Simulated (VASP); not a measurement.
# NaHfSc4Nb3 (P-43m) in VASP: single point with PBE

Aim: the single point of NaHfSc4Nb3 with PBE.

Everything below comes from runs of VASP 6.6.1. Logs are shortened: lines on timing, memory, paths and dates and some standing lists are left out, and cuts for length are marked.

### Step 1. The cell of the first run

The structure is cubic, space group P-43m (No. 215). Conventional cell: a = 6.291 Å, b = 6.291 Å, c = 6.291 Å, α = 90.00°, β = 90.00°, γ = 90.00°. Na (site symmetry -43m) has 4 Sc at 2.51 Å within 3.3 Å. Hf (site symmetry -43m) has 4 Sc at 2.94 Å and 6 Nb at 3.15 Å within 3.9 Å. Within 3.3 Å of Sc (site symmetry 3m) lie 1 Na at 2.51 Å and 3 Nb at 2.80 Å and 1 Hf at 2.94 Å. Nb (site symmetry -42m) has 4 Sc at 2.80 Å and 2 Hf at 3.15 Å within 3.7 Å.

The cell was generated, and may not be a known phase.

### Step 2. Single point, PBE, collinear spin

File INCAR:

```
SYSTEM = NaHfSc4Nb3
PREC     = Accurate       ! precision mode
ENCUT    = 520            ! plane-wave cutoff, eV
EDIFF    = 1E-7           ! SCF threshold, eV
ISMEAR   = 0              ! smearing method
SIGMA    = 0.1            ! smearing width, eV
LREAL    = .False.        ! projectors in reciprocal space
LASPH    = .True.         ! aspherical terms in the spheres
NELM     = 150            ! most SCF steps
ALGO     = Normal         ! electronic algorithm
ISIF     = 2              ! what is computed and relaxed
LWAVE    = .False.        ! write WAVECAR
LCHARG   = .True.         ! write CHGCAR
ISPIN    = 2              ! spin polarisation
MAGMOM   = 0 0 1 1 1 1 1 1 1 ! initial moments
LORBIT   = 11             ! projections on sites
LMAXMIX  = 4              ! l up to which the mixer works
GGA      = PE             ! functional
LELF     = .True.         ! ELF
LVHAR    = .True.       
NBANDS   = 64             ! bands
```

File KPOINTS:

```
Automatic mesh
0
Gamma
  4 4 4
  0 0 0
```

File POSCAR:

```
NaHfSc4Nb3
1.0
    6.2913652033      0.0000000000      0.0000000000
    0.0000000000      6.2913652033      0.0000000000
    0.0000000000      0.0000000000      6.2913652033
Na Hf Sc Nb
1 1 4 3
Direct
    0.5000000000      0.5000000000      0.5000000000
    0.0000000000      0.0000000000      0.0000000000
    0.2700995985      0.2700995985      0.2700995985
    0.7299004015      0.7299004015      0.2700995985
    0.2700995985      0.7299004015      0.7299004015
    0.7299004015      0.2700995985      0.7299004015
    0.0000000000      0.5000000000      0.0000000000
    0.0000000000      0.0000000000      0.5000000000
    0.5000000000      0.0000000000      0.0000000000
```

Potentials or basis: VASP PAW PBE potentials, release 64 (Na_pv, Hf_pv, Sc_sv, Nb_sv).

The run is started by

```bash
> cat potpaw_PBE.64/Na_pv/POTCAR potpaw_PBE.64/Hf_pv/POTCAR potpaw_PBE.64/Sc_sv/POTCAR potpaw_PBE.64/Nb_sv/POTCAR > POTCAR
> mpirun -np 1 vasp_std > vasp.out
```

OUTCAR:

```text
SYSTEM = NaHfSc4Nb3
   PREC = Accurate
   ENCUT = 520
   EDIFF = 1E-7
   ISMEAR = 0
   LREAL = .False.
   LASPH = .True.
   NELM = 150
   ISIF = 2
   ISPIN = 2
   LORBIT = 11
   GGA = PE

 ion  position               nearest neighbor table
   1  0.500  0.500  0.500-   3 2.51   4 2.51   5 2.51   6 2.51
   2  0.000  0.000  0.000-   3 2.94   4 2.94   5 2.94   6 2.94   7 3.15   8 3.15   9 3.15   8 3.15
                             7 3.15   9 3.15
   3  0.270  0.270  0.270-   1 2.51   8 2.80   7 2.80   9 2.80   2 2.94
   4  0.730  0.730  0.270-   1 2.51   8 2.80   7 2.80   9 2.80   2 2.94
   5  0.270  0.730  0.730-   1 2.51   8 2.80   7 2.80   9 2.80   2 2.94
   6  0.730  0.270  0.730-   1 2.51   8 2.80   7 2.80   9 2.80   2 2.94
   7  0.000  0.500  0.000-   3 2.80   4 2.80   5 2.80   6 2.80   2 3.15   2 3.15
   8  0.000  0.000  0.500-   3 2.80   4 2.80   5 2.80   6 2.80   2 3.15   2 3.15
   9  0.500  0.000  0.000-   3 2.80   4 2.80   5 2.80   6 2.80   2 3.15   2 3.15

  LATTYP: Found a simple cubic cell.
 ALAT       =     6.2913652033

  Lattice vectors:

 A1 = (   6.2913652033,   0.0000000000,   0.0000000000)
 A2 = (   0.0000000000,   6.2913652033,   0.0000000000)
 A3 = (   0.0000000000,   0.0000000000,   6.2913652033)

Analysis of symmetry for initial positions (statically):
=====================================================================
 Subroutine PRICEL returns:
 Original cell was already a primitive cell.

 Routine SETGRP: Setting up the symmetry group for a
 simple cubic supercell.

 Subroutine GETGRP returns: Found 24 space group operations
 (whereof 24 operations were pure point group operations)
 out of a pool of 48 trial point group operations.

The static configuration has the point symmetry T_d .

Analysis of symmetry for dynamics (positions and initial velocities):
=====================================================================
 Subroutine PRICEL returns:
 Original cell was already a primitive cell.

 Routine SETGRP: Setting up the symmetry group for a
 simple cubic supercell.

 Subroutine GETGRP returns: Found 24 space group operations
 (whereof 24 operations were pure point group operations)
 out of a pool of 48 trial point group operations.

The dynamic configuration has the point symmetry T_d .

Analysis of structural, dynamic, and magnetic symmetry:
=====================================================================
 Subroutine PRICEL returns:
 Original cell was already a primitive cell.

 Routine SETGRP: Setting up the symmetry group for a
 simple cubic supercell.

 Subroutine GETGRP returns: Found 24 space group operations
 (whereof 24 operations were pure point group operations)
[... 151 lines left out ...]

 val. band max:        3.8102580446   @ k =   0.5000   0.2500   0.2500
 cond. band min:       3.8321868164   @ k =   0.5000   0.5000   0.0000
 fundamental gap:      0.0219287718
 Fermi energy:         3.8165622719

 spin component 1

 k-point     1 :       0.0000    0.0000    0.0000
  band No.  band energies     occupation
      1     -51.0566      1.00000
      2     -51.0545      1.00000
      3     -51.0545      1.00000
      4     -45.7367      1.00000
      5     -45.7367      1.00000
      6     -45.7367      1.00000
[... 639 lines left out ...]
     61       4.5202      0.00000
     62       4.5202      0.00000
 Fermi energy:         3.8165622719

 spin component 2

 k-point     1 :       0.0000    0.0000    0.0000
  band No.  band energies     occupation
      1     -50.2648      1.00000
      2     -50.2627      1.00000
      3     -50.2627      1.00000
      4     -45.4509      1.00000
      5     -45.4509      1.00000
      6     -45.4509      1.00000
[... 639 lines left out ...]
     61       4.9337      0.00000
     62       4.9337      0.00000
 [bands above 62 left out]

------------------------ aborting loop because EDIFF is reached ----------------------------------------

  FORCE on cell =-STRESS in cart. coord.  units (eV):
  Direction    XX          YY          ZZ          XY          YZ          ZX
  --------------------------------------------------------------------------------------
  -------------------------------------------------------------------------------------
  Total        1.5664554      1.5664554      1.5664554      0.0000000     -0.0000000      0.0000000
  in kB       10.0784540     10.0784540     10.0784540      0.0000000     -0.0000000      0.0000000
  external PRESSURE =      10.0784540 kB  Pullay stress =       0.0000000 kB

 VOLUME and BASIS-vectors are now :
 -----------------------------------------------------------------------------
  energy-cutoff  :      520.00
  volume of cell :      249.02
      direct lattice vectors                 reciprocal lattice vectors
     6.291365203  0.000000000  0.000000000     0.158948013  0.000000000  0.000000000
     0.000000000  6.291365203  0.000000000     0.000000000  0.158948013  0.000000000
     0.000000000  0.000000000  6.291365203     0.000000000  0.000000000  0.158948013

 POSITION                                       TOTAL-FORCE (eV/Angst)
 -----------------------------------------------------------------------------------
      3.14568      3.14568      3.14568         0.000000      0.000000     -0.000000
      0.00000      0.00000      0.00000         0.000000      0.000000     -0.000000
      1.69930      1.69930      1.69930        -0.105365     -0.105365     -0.105365
      4.59207      4.59207      1.69930         0.105365      0.105365     -0.105365
      1.69930      4.59207      4.59207        -0.105365      0.105365      0.105365
      4.59207      1.69930      4.59207         0.105365     -0.105365      0.105365
      0.00000      3.14568      0.00000         0.000000      0.000000     -0.000000
      0.00000      0.00000      3.14568         0.000000      0.000000     -0.000000
      3.14568      0.00000      0.00000        -0.000000      0.000000     -0.000000
 -----------------------------------------------------------------------------------
    total drift:                                0.000000      0.000000     -0.000000

  FREE ENERGIE OF THE ION-ELECTRON SYSTEM (eV)
  ---------------------------------------------------
  free  energy   TOTEN  =       -51.9129325191 eV

  energy  without entropy=      -51.8563028069  energy(sigma->0) =      -51.88461766

 total charge

# of ion       s       p       d       tot
------------------------------------------
    1        0.216   6.002   0.000   6.218
    2        0.416   6.336   1.507   8.260
    3        2.315   6.070   1.182   9.566
    4        2.315   6.070   1.182   9.566
    5        2.315   6.070   1.182   9.566
    6        2.315   6.070   1.182   9.566
    7        2.215   5.907   2.613  10.735
    8        2.215   5.907   2.613  10.735
    9        2.215   5.907   2.613  10.735
--------------------------------------------------
tot         16.537  54.338  14.074  84.948

 magnetization (x)

# of ion       s       p       d       tot
------------------------------------------
    1        0.022  -0.005   0.000   0.017
    2       -0.007  -0.020  -0.125  -0.151
    3        0.021   0.039   0.337   0.397
    4        0.021   0.039   0.337   0.397
    5        0.021   0.039   0.337   0.397
    6        0.021   0.039   0.337   0.397
    7        0.063   0.012   1.170   1.245
    8        0.063   0.012   1.170   1.245
    9        0.063   0.012   1.170   1.245
--------------------------------------------------
tot          0.290   0.165   4.733   5.188
```

OSZICAR:

```text
N       E                     dE             d eps       ncg     rms          rms(c)
DAV:   1     0.192576366225E+04    0.19258E+04   -0.45238E+04  2568   0.160E+03
DAV:   2     0.143532197483E+03   -0.17822E+04   -0.17557E+04  3064   0.645E+02
DAV:   3    -0.262201739882E+02   -0.16975E+03   -0.16117E+03  4184   0.236E+02
DAV:   4    -0.513210060610E+02   -0.25101E+02   -0.23487E+02  4632   0.710E+01
DAV:   5    -0.549985032252E+02   -0.36775E+01   -0.34924E+01  5104   0.228E+01    0.543E+01
DAV:   6    -0.524362174941E+02    0.25623E+01   -0.33597E+01  4312   0.274E+01    0.165E+01
DAV:   7    -0.522899505171E+02    0.14627E+00   -0.12464E+01  4576   0.203E+01    0.156E+01
DAV:   8    -0.520181226668E+02    0.27183E+00   -0.54156E+00  4176   0.991E+00    0.868E+00
DAV:   9    -0.519116824391E+02    0.10644E+00   -0.79473E-01  4320   0.461E+00    0.285E+00
DAV:  10    -0.519140862736E+02   -0.24038E-02   -0.10447E-01  4344   0.158E+00    0.715E-01
DAV:  11    -0.519129598310E+02    0.11264E-02   -0.13267E-02  4200   0.597E-01    0.327E-01
DAV:  12    -0.519129140322E+02    0.45799E-04   -0.24296E-03  4800   0.259E-01    0.112E-01
DAV:  13    -0.519129232303E+02   -0.91981E-05   -0.28709E-04  4496   0.993E-02    0.388E-02
DAV:  14    -0.519129320488E+02   -0.88185E-05   -0.43722E-05  4488   0.418E-02    0.161E-02
DAV:  15    -0.519129324711E+02   -0.42224E-06   -0.10529E-05  4792   0.134E-02    0.667E-03
DAV:  16    -0.519129324823E+02   -0.11250E-07   -0.16891E-06  3344   0.611E-03    0.328E-03
DAV:  17    -0.519129325191E+02   -0.36785E-07   -0.48616E-07  2792   0.347E-03
   1 F= -.51912933E+02 E0= -.51884618E+02  d E =-.566297E-01  mag=     6.8440
```

stdout:

```text
POSCAR found type information on POSCAR NaHfScNb
 POSCAR found :  4 types and       9 ions
 scaLAPACK will be used
 LDA part: xc-table for (Slater+PW92), standard interpolation
 POSCAR, INCAR and KPOINTS ok, starting setup
 FFT: planning ... GRIDC
 FFT: planning ... GRID_SOFT
 FFT: planning ... GRID
 WAVECAR not read
 entering main loop
```

Run time: 12 min. Hardware: 1 thread of Intel Xeon 8259CL, shared host; peak memory 0.57 GiB.

What came out:

- Free energy: -51.9129 eV
- Pressure: 1.0 GPa
- Largest force: 0.182 eV/Å
- Net moment: 6.84 μB per cell
- Site moments: Na +0.02; Hf -0.15; Sc +0.40; Nb +1.25 μB
- Valence electrons inside the program's atomic spheres: Na 6.22; Hf 8.26; Sc 9.57; Nb 10.73

Forces in eV/Å, atoms in the order of the input:
```
Na   0.000  0.000  0.000
Hf   0.000  0.000  0.000
Sc  -0.105 -0.105 -0.105
Sc   0.105  0.105 -0.105
Sc  -0.105  0.105  0.105
Sc   0.105 -0.105  0.105
Nb   0.000  0.000  0.000
Nb   0.000  0.000  0.000
Nb   0.000  0.000  0.000
```

Levels at points of the mesh, in eV from the Fermi level:
Spin up:
| k point | band 51 | band 52 | band 53 | band 54 | band 55 | band 56 | band 57 | band 58 |
| --- | --- | --- | --- | --- | --- | --- | --- | --- |
| (0.00, 0.00, 0.00) | -0.49 | -0.22 | -0.18 | -0.18 | -0.18 | 0.72 | 0.85 | 0.85 |
| (0.50, 0.00, 0.00) | -0.28 | -0.15 | -0.07 | 0.08 | 0.41 | 0.41 | 0.60 | 0.93 |
| (0.50, 0.50, 0.00) | -0.50 | -0.47 | -0.42 | -0.42 | 0.43 | 0.49 | 0.67 | 0.67 |
| (0.50, 0.50, 0.50) | -0.29 | -0.29 | -0.29 | -0.21 | -0.21 | -0.21 | -0.16 | 0.04 |
Spin down:
```
           k point  band 42  band 43  band 44  band 45  band 46  band 47  band 48  band 49  band 50  band 51
(0.00, 0.00, 0.00)    -0.84    -0.84    -0.51    -0.51    -0.51     0.05     0.43     0.43     0.43     0.57
(0.50, 0.00, 0.00)    -0.89    -0.77    -0.36    -0.36    -0.31     0.06     0.17     0.50     0.50     0.59
(0.50, 0.50, 0.00)    -0.54    -0.54    -0.46    -0.32    -0.28    -0.08    -0.08    -0.03     0.02     0.38
(0.50, 0.50, 0.50)    -1.15    -0.30    -0.30    -0.30    -0.13    -0.13    -0.13     0.16     0.16     0.37
```

Caveat: spin-orbit coupling is left out, which moves the levels of the heavy elements.
